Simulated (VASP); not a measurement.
# Hf (P6/mmm) in VASP: notebook, part 2 of 2

VASP 6.6.1. The steps go on from the part before.

### Step 3. Relaxation of cell and atoms, PBE, target pressure 12 GPa, at which the enthalpy is minimised

INCAR

```
PREC = Accurate
ENCUT = 600
EDIFF = 1E-7
ISMEAR = -1
SIGMA = 0.08
LREAL = False
LASPH = True
NELM = 100
ALGO = Normal
ISIF = 3
LWAVE = False
LCHARG = False
GGA = PE
IBRION = 2
NSW = 32
EDIFFG = -0.005
PSTRESS = 120.0
```

KPOINTS

```
regular mesh
0
Gamma
  15 15 14
```

POSCAR

```
Hf
1.0
    2.8942876591      0.0000000000      0.0000000000
   -1.4471438296      2.5065266387      0.0000000000
    0.0000000000      0.0000000000      2.8807237187
Hf
1
Direct
    0.0000000000      0.0000000000      0.0000000000
```

Potentials or basis: VASP PAW PBE potentials, release 64 (Hf_pv).

Launch:

```console
$ cat potpaw_PBE.64/Hf_pv/POTCAR > POTCAR
$ mpirun -np 1 vasp_std > vasp.out
```

OUTCAR:

```text
PREC = Accurate
   ENCUT = 600
   EDIFF = 1E-7
   ISMEAR = -1
   LREAL = False
   LASPH = True
   NELM = 100
   ISIF = 3
   GGA = PE
   IBRION = 2
   NSW = 32
   EDIFFG = -0.005
   PSTRESS = 120.0

 ion  position               nearest neighbor table
   1  0.000  0.000  0.000-

  LATTYP: Found a hexagonal cell.
 ALAT       =     2.8942876591
 C/A-ratio  =     0.9953135479

  Lattice vectors:

 A1 = (   2.8942876591,   0.0000000000,   0.0000000000)
 A2 = (  -1.4471438296,   2.5065266387,   0.0000000000)
 A3 = (   0.0000000000,   0.0000000000,   2.8807237187)

Analysis of symmetry for initial positions (statically):
=====================================================================
 Subroutine PRICEL returns:
 Original cell was already a primitive cell.

 Routine SETGRP: Setting up the symmetry group for a
 hexagonal supercell.

 Subroutine GETGRP returns: Found 24 space group operations
 (whereof 24 operations were pure point group operations)
 out of a pool of 24 trial point group operations.

The static configuration has the point symmetry D_6h.

Analysis of symmetry for dynamics (positions and initial velocities):
=====================================================================
 Subroutine PRICEL returns:
 Original cell was already a primitive cell.

 Routine SETGRP: Setting up the symmetry group for a
 hexagonal supercell.

 Subroutine GETGRP returns: Found 24 space group operations
 (whereof 24 operations were pure point group operations)
 out of a pool of 24 trial point group operations.

The dynamic configuration has the point symmetry D_6h.

 Subroutine INISYM returns: Found 24 space group operations
 (whereof 24 operations are pure point group operations),
 and found     1 'primitive' translations

----------------------------------------------------------------------------------------

                                     Primitive cell

  volume of cell :      20.8985

  direct lattice vectors                    reciprocal lattice vectors
     2.894287659  0.000000000  0.000000000     0.345508159  0.199479228  0.000000000
    -1.447143830  2.506526639  0.000000000     0.000000000  0.398958457  0.000000000
     0.000000000  0.000000000  2.880723719     0.000000000  0.000000000  0.347134990

  length of vectors
     2.894287659  2.894287659  2.880723719     0.398958457  0.398958457  0.347134990

  position of ions in fractional coordinates (direct lattice)
     0.000000000  0.000000000  0.000000000

  ion indices of the primitive-cell ions
   primitive index   ion index
                 1           1

----------------------------------------------------------------------------------------

 KPOINTS: regular mesh

Automatic generation of k-mesh.
 Grid dimensions read from file:
 generate k-points for:   15   15   14

 Generating k-lattice:

  Cartesian coordinates                     Fractional coordinates (reciprocal lattice)
     0.023033877  0.013298615  0.000000000     0.066666667  0.000000000  0.000000000
     0.000000000  0.026597230  0.000000000     0.000000000  0.066666667  0.000000000
     0.000000000  0.000000000  0.024795356     0.000000000  0.000000000  0.071428571

  Length of vectors
     0.026597230  0.026597230  0.024795356

  Shift w.r.t. Gamma in fractional coordinates (k-lattice)
     0.000000000  0.000000000  0.000000000

 Subroutine IBZKPT returns following result:
 ===========================================

 Found    216 irreducible k-points:

 Following reciprocal coordinates:
            Coordinates               Weight
  0.000000  0.000000  0.000000      1.000000
  0.066667  0.000000  0.000000      6.000000
  0.133333  0.000000  0.000000      6.000000
  0.200000  0.000000  0.000000      6.000000
  0.266667  0.000000  0.000000      6.000000
  0.333333  0.000000  0.000000      6.000000
[... 16 lines left out ...]
  0.333333  0.200000  0.000000     12.000000
  0.400000  0.200000  0.000000      6.000000
 [... further k-points ...]
   k-points           NKPTS =    216   k-points in BZ     NKDIM =    216   number of bands    NBANDS=      9
   number of dos      NEDOS =    301   number of ions     NIONS =      1
   total plane-waves  NPLWV =  13824
   dimension x,y,z NGX =    24 NGY =   24 NGZ =   24
   dimension x,y,z NGXF=    48 NGYF=   48 NGZF=   48
   ions per type =               1
   NGX,Y,Z   is equivalent  to a cutoff of  13.79, 13.79, 13.85 a.u.
   NGXF,Y,Z  is equivalent  to a cutoff of  27.57, 27.57, 27.70 a.u.
 SYSTEM =  unknown system
   PREC   = accura    normal or accurate (medium, high low for compatibility)
   ISTART =      0    job   : 0-new  1-cont  2-samecut
   ICHARG =      2    charge: 1-file 2-atom 10-const
   ISPIN  =      1    spin polarized calculation?
   LNONCOLLINEAR =      F non collinear calculations
   LSORBIT =      F    spin-orbit coupling
   LASPH  =      T    aspherical Exc in radial PAW
   ENCUT  =  600.0 eV  44.10 Ry    6.64 a.u.   5.78  5.78  5.75*2*pi/ulx,y,z
   NELM   =    100;   NELMIN=  2; NELMDL= -5     # of ELM steps
   EDIFF  = 0.1E-06   stopping-criterion for ELM
   LREAL  =      F    real-space projection
   EDIFFG = -.5E-02   stopping-criterion for IOM
   NSW    =     32    number of steps for IOM
   IBRION =      2    ionic relax: 0-MD 1-quasi-New 2-CG
   NFREE  =      1    steps in history (QN), initial steepest desc. (CG)
   ISIF   =      3    stress and relaxation
   ISYM   =      2    0-nonsym 1-usesym 2-fastsym
   POTIM  = 0.5000    time-step for ionic-motion
   TEBEG  =    0.0;   TEEND  =   0.0 temperature during run
   PSTRESS=  120.0 pullay stress
   NELECT =      10.0000    total number of electrons
   NUPDOWN=      -1.0000    fix difference up-down
   EMIN   =  10.00;   EMAX   =-10.00  energy-range for DOS
   EFERMI =   0.00;   METHOD = LEGACY
   ISMEAR =    -1;   SIGMA  =   0.08  broadening in eV -4-tet -1-fermi 0-gaus
   EFERMI_NEDOS =   21; number of points for ismear=-14 and -15
   IALGO  =     38    algorithm
   IMIX   =      4    mixing-type and parameters
     AMIX     =   0.40;   BMIX     =  1.00
     AMIX_MAG =   1.60;   BMIX_MAG =  1.00
  volume/ion in A,a.u.               =      20.90       141.03
  Fermi-wavevector in a.u.,A,eV,Ry     =   1.280471  2.419739 22.308181  1.639605
  Thomas-Fermi vector in A             =   2.412897
   LORBIT       =      0    0 simple, 1 ext, 2 COOP (PROOUT), +10 PAW based schemes
   GGA     = PE    functional components
   LHFCALC =     F    Hartree Fock is set to
   AEXX    =    0.0000 exact exchange contribution
   IVDW    =     0    specifies the selected vdW correction
   LEPSILON=     F    determine dielectric tensor
   LRPA    =     F    only Hartree local field effects (RPA)
 conjugate gradient relaxation of ions
 non-spin polarized calculation
  energy-cutoff  :      600.00
  volume of cell :       20.90
 maximum number of plane-waves:       712
 NGX is ok and might be reduce to    24
   NGX = 11   NGY = 11   NGZ = 11

--------------------------------------- Ionic step        1  -------------------------------------------

 number of electron      10.0000000 magnetization

 Free energy of the ion-electron system (eV)
  ---------------------------------------------------
  ext. energy  EPLUGINS =         0.00000000
  ---------------------------------------------------
  free energy    TOTEN  =        -9.38091455 eV

  energy without entropy =       -9.36941869  energy(sigma->0) =       -9.37516662

------------------------ aborting loop because EDIFF is reached ----------------------------------------

  FORCE on cell =-STRESS in cart. coord.  units (eV):
  Direction    XX          YY          ZZ          XY          YZ          ZX
  --------------------------------------------------------------------------------------
  -------------------------------------------------------------------------------------
  Total        1.5010248      1.5010248      1.5134867     -0.0000000     -0.0000000     -0.0000000
  in kB      115.0754865    115.0754865    116.0308734     -0.0000000     -0.0000000     -0.0000000
  external PRESSURE =      -4.6060512 kB  Pullay stress =     120.0000000 kB
[... 135 lines left out ...]
--------------------------------------- Ionic step        5  -------------------------------------------

 number of electron      10.0000000 magnetization

 Free energy of the ion-electron system (eV)
  ---------------------------------------------------
  ext. energy  EPLUGINS =         0.00000000
  ---------------------------------------------------
  free energy    TOTEN  =        -9.37556180 eV

  energy without entropy =       -9.36414286  energy(sigma->0) =       -9.36985233

 E-fermi :   4.9940     XC(G=0): -11.5626

 val. band max:        4.9601536975   @ k =   0.1333   0.1333   0.0000
 cond. band min:       5.0019150268   @ k =   0.1333   0.1333   0.0714
 fundamental gap:      0.0417613293
 Fermi energy:         4.9940065035

 k-point     1 :       0.0000    0.0000    0.0000
  band No.  band energies     occupation
      1     -24.6972      2.00000
      2     -24.4292      2.00000
      3     -24.4292      2.00000
      4      -2.0911      2.00000
      5       3.1993      2.00000
      6       6.8110      0.00000
      7       6.8110      0.00000
      8      12.5246      0.00000
      9      12.5246      0.00000
[... 265 lines left out ...]
 k-point    24 :       0.4000    0.2000    0.0000
  band No.  band energies     occupation
      1     -25.6980      2.00000
      2     -25.0898      2.00000
      3     -24.5056      2.00000
      4       2.8481      2.00000
      5       4.4315      1.99823
      6       5.5011      0.00353
      7       8.2792      0.00000
      8      10.1863      0.00000
      9      13.7291      0.00000

 [... further k-points ...]
[... 5 lines left out ...]
  --------------------------------------------------------------------------------------
  -------------------------------------------------------------------------------------
  Total        1.5581832      1.5581832      1.5613949     -0.0000000     -0.0000000      0.0000000
  in kB      119.8756517    119.8756517    120.1227416     -0.0000000     -0.0000000      0.0000000
  external PRESSURE =      -0.0419850 kB  Pullay stress =     120.0000000 kB
[... 20 lines left out ...]
  energy  without entropy=       -9.3641428632  energy(sigma->0) =       -9.36985233

  enthalpy is  TOTEN    =        -7.8157622898 eV   P V=        1.5597995134

 reached required accuracy - stopping structural energy minimisation
```

Run time: 29 s. Hardware: 1 thread of Intel Xeon 6975P-C (Granite Rapids), shared host; peak memory 0.19 GiB.

Results:

* Free energy: -9.3756 eV
* Relaxed volume: 20.83 Å³/atom
* Relaxed cell: a = 2.891 Å, b = 2.891 Å, c = 2.877 Å, α = 90.00°, β = 90.00°, γ = 120.00°
* Space group after relaxing (to 0.05 Å): P6/mmm (No. 191)
* Energy change on relaxing (the enthalpy is what falls): +5.4 meV/atom
* Ionic steps: 5
* Pressure after relaxing: 12.0 GPa
* Band gap on the k mesh: zero (band 5 reaches 5.35 eV, above the bottom of band 6 at 4.60 eV)

The path:
| step | energy change (eV) | largest force (eV/Å) | pressure (GPa) | volume (Å³) |
| --- | --- | --- | --- | --- |
| 1 | 0.0000 | 0.0000 | 11.54 | 20.90 |
| 2 | 0.0137 | 0.0000 | 12.71 | 20.72 |
| 3 | 0.0053 | 0.0000 | 12.00 | 20.83 |
| 4 | 0.0052 | 0.0000 | 11.99 | 20.83 |
| 5 | 0.0054 | 0.0000 | 12.00 | 20.83 |

Final structure:
```
Hf
1.0
     2.89100    0.00000    0.00000
    -1.44550    2.50368    0.00000
     0.00000    0.00000    2.87720
Hf
1
Direct
  0.00000 0.00000 0.00000
```

Caveat: the cell is relaxed towards a set pressure, so the enthalpy falls and the energy may rise; spin-orbit coupling is left out, which moves the levels of the heavy elements.

### Step 4. Relaxation of cell and atoms, PBE, target pressure 12 GPa, at which the enthalpy is minimised

This run uses another cell than the first one, of 21.14 Å³/atom, 1.012 times its volume.

INCAR

```
SYSTEM = Hf
ALGO     = Normal         ! electronic algorithm
EDIFF    = 1E-6           ! SCF threshold, eV
EDIFFG   = -0.005         ! ionic threshold
ENCUT    = 600            ! plane-wave cutoff, eV
GGA      = PE             ! functional
IBRION   = 2              ! ionic algorithm
ISIF     = 3              ! what is computed and relaxed
ISMEAR   = -1             ! smearing method
LASPH    = .TRUE.         ! aspherical terms in the spheres
LCHARG   = .FALSE.        ! write CHGCAR
LREAL    = .FALSE.        ! projectors in reciprocal space
LWAVE    = .FALSE.        ! write WAVECAR
NELM     = 100            ! most SCF steps
NSW      = 60             ! ionic steps
PREC     = Accurate       ! precision mode
PSTRESS  = 120.0        
SIGMA    = 0.08           ! smearing width, eV
```

KPOINTS

```
k-points
0
G
  15 15 14
  0 0 0
```

POSCAR

```
Hf
1.0
    2.9614823954      0.0000000000      0.0000000000
   -1.4807411977      2.5647189872      0.0000000000
    0.0000000000      0.0000000000      2.7837934516
Hf
1
Direct
    0.0000000000      0.0000000000      0.0000000000
```

Potentials or basis: VASP PAW PBE potentials, release 64 (Hf_pv).

Launch:

```console
$ cat potpaw_PBE.64/Hf_pv/POTCAR > POTCAR
$ mpirun -np 1 vasp_std > vasp.out
```

OUTCAR:

```text
SYSTEM = Hf
   EDIFF = 1E-6
   EDIFFG = -0.005
   ENCUT = 600
   GGA = PE
   IBRION = 2
   ISIF = 3
   ISMEAR = -1
   LASPH = .TRUE.
   LREAL = .FALSE.
   NELM = 100
   NSW = 60
   PREC = Accurate
   PSTRESS = 120.0

 ion  position               nearest neighbor table
   1  0.000  0.000  0.000-

  LATTYP: Found a hexagonal cell.
 ALAT       =     2.9614823954
 C/A-ratio  =     0.9400000000

  Lattice vectors:

 A1 = (   2.9614823954,   0.0000000000,   0.0000000000)
 A2 = (  -1.4807411977,   2.5647189872,   0.0000000000)
 A3 = (   0.0000000000,   0.0000000000,   2.7837934516)

Analysis of symmetry for initial positions (statically):
=====================================================================
 Subroutine PRICEL returns:
 Original cell was already a primitive cell.

 Routine SETGRP: Setting up the symmetry group for a
 hexagonal supercell.

 Subroutine GETGRP returns: Found 24 space group operations
 (whereof 24 operations were pure point group operations)
 out of a pool of 24 trial point group operations.

The static configuration has the point symmetry D_6h.

[... 165 lines left out ...]
  --------------------------------------------------------------------------------------
  -------------------------------------------------------------------------------------
  Total        0.7381886      0.7381886      2.3016630      0.0000000      0.0000000     -0.0000000
  in kB       55.9360708     55.9360708    174.4079871      0.0000000      0.0000000     -0.0000000
  external PRESSURE =     -24.5732904 kB  Pullay stress =     120.0000000 kB
[... 283 lines left out ...]
--------------------------------------- Ionic step        9  -------------------------------------------

 number of electron      10.0000000 magnetization

 Free energy of the ion-electron system (eV)
  ---------------------------------------------------
  ext. energy  EPLUGINS =         0.00000000
  ---------------------------------------------------
  free energy    TOTEN  =        -9.37581025 eV

  energy without entropy =       -9.36441419  energy(sigma->0) =       -9.37011222

 E-fermi :   4.9930     XC(G=0): -11.5618

 val. band max:        4.9593309625   @ k =   0.1333   0.1333   0.0000
 cond. band min:       5.0010535730   @ k =   0.1333   0.1333   0.0714
 fundamental gap:      0.0417226105
 Fermi energy:         4.9930083869

 k-point     1 :       0.0000    0.0000    0.0000
  band No.  band energies     occupation
      1     -24.6994      2.00000
      2     -24.4307      2.00000
      3     -24.4307      2.00000
      4      -2.0915      2.00000
      5       3.1986      2.00000
      6       6.8101      0.00000
      7       6.8101      0.00000
      8      12.5219      0.00000
      9      12.5219      0.00000
[... 265 lines left out ...]
 k-point    24 :       0.4000    0.2000    0.0000
  band No.  band energies     occupation
      1     -25.6996      2.00000
      2     -25.0914      2.00000
      3     -24.5077      2.00000
      4       2.8477      2.00000
      5       4.4317      1.99821
      6       5.5004      0.00351
      7       8.2754      0.00000
      8      10.1829      0.00000
      9      13.7274      0.00000

 [... further k-points ...]
[... 5 lines left out ...]
  --------------------------------------------------------------------------------------
  -------------------------------------------------------------------------------------
  Total        1.5594640      1.5594640      1.5577624      0.0000000     -0.0000000      0.0000000
  in kB      119.9569543    119.9569543    119.8260604      0.0000000     -0.0000000      0.0000000
  external PRESSURE =      -0.0866770 kB  Pullay stress =     120.0000000 kB
[... 20 lines left out ...]
  energy  without entropy=       -9.3644141903  energy(sigma->0) =       -9.37011222

  enthalpy is  TOTEN    =        -7.8157866271 eV   P V=        1.5600236270

 reached required accuracy - stopping structural energy minimisation
```

CONTCAR:

```text
Hf
   1.00000000000000
     2.8909580432193676   -0.0000000000000000    0.0000000000000000
    -1.4454790216096838    2.5036431066030436   -0.0000000000000000
    -0.0000000000000000    0.0000000000000000    2.8777052100741001
  Hf
     1
Direct
     0.0000000000000000    0.0000000000000000    1.0000000000000000

  0.00000000E+00  0.00000000E+00  0.00000000E+00
```

It took 53 s on 1 thread of Intel Xeon 6975P-C (Granite Rapids), shared host; peak memory 0.19 GiB.

Results:

```
Free energy                                            : -9.3758 eV
Relaxed volume                                         : 20.83 Å³/atom
Relaxed cell                                           : a = 2.891 Å, b = 2.891 Å, c = 2.878 Å, α = 90.00°, β = 90.00°, γ = 120.00°
Space group after relaxing (to 0.05 Å)                 : P6/mmm (No. 191)
Energy change on relaxing (the enthalpy is what falls) : -13.6 meV/atom
Ionic steps                                            : 9
Pressure after relaxing                                : 12.0 GPa
Band gap on the k mesh                                 : zero (band 5 reaches 5.35 eV, above the bottom of band 6 at 4.60 eV)
```

The path:
```
step  energy change (eV)  largest force (eV/Å)  pressure (GPa)  volume (Å³)
   1              0.0000                0.0000            9.54        21.14
   2              0.0553                0.0000           17.20        20.13
   3              0.0146                0.0000           14.07        20.49
   4             -0.0318                0.0000           10.46        21.11
   5             -0.0108                0.0000           12.21        20.79
   6             -0.0104                0.0000           12.27        20.79
   7             -0.0152                0.0000           11.81        20.85
   8             -0.0129                0.0000           12.03        20.82
   9             -0.0136                0.0000           11.99        20.83
```

Final structure:
```
Hf
1.0
     2.89096    0.00000    0.00000
    -1.44548    2.50364    0.00000
     0.00000    0.00000    2.87771
Hf
1
Direct
  0.00000 0.00000 0.00000
```

Levels at points of the mesh, in eV from the Fermi level:
```
           k point  band 1  band 2  band 3  band 4  band 5  band 6  band 7  band 8  band 9
(0.00, 0.00, 0.00)  -29.69  -29.42  -29.42   -7.08   -1.79    1.82    1.82    7.53    7.53
(0.00, 0.00, 0.50)  -30.76  -29.34  -29.34   -3.83   -0.28    2.55    2.55    4.41    4.41
```

Caveat: the cell is relaxed towards a set pressure, so the enthalpy falls and the energy may rise; spin-orbit coupling is left out, which moves the levels of the heavy elements.

### Step 5. Overview

```tsv
task	cell	cutoff (eV)	gap on the mesh (eV)	pressure (GPa)
single point	a = 2.894, b = 2.894, c = 2.881 Å, angles 90.0, 90.0, 120.0°, 1 atom	520	none	11.5
relaxation of cell and atoms	relaxed to 12 GPa from a = 2.894, b = 2.894, c = 2.881 Å, angles 90.0, 90.0, 120.0°, 1 atom	600	none	12.0
relaxation of cell and atoms	relaxed to 12 GPa from a = 2.961, b = 2.961, c = 2.784 Å, angles 90.0, 90.0, 120.0°, 1 atom	600	none	12.0
```

Alike in all rows: level PBE; potentials or basis VASP PAW PBE potentials, release 64 (Hf_pv); no spin polarisation; k mesh 15 × 15 × 14; smearing fermi-dirac 0.08 eV.

Caveats: spin-orbit coupling is left out, which moves the levels of the heavy elements; the cell is relaxed towards a set pressure, so the enthalpy falls and the energy may rise (some runs).

Total energies depend on the potentials used, so only differences within one code and one set of settings carry meaning.
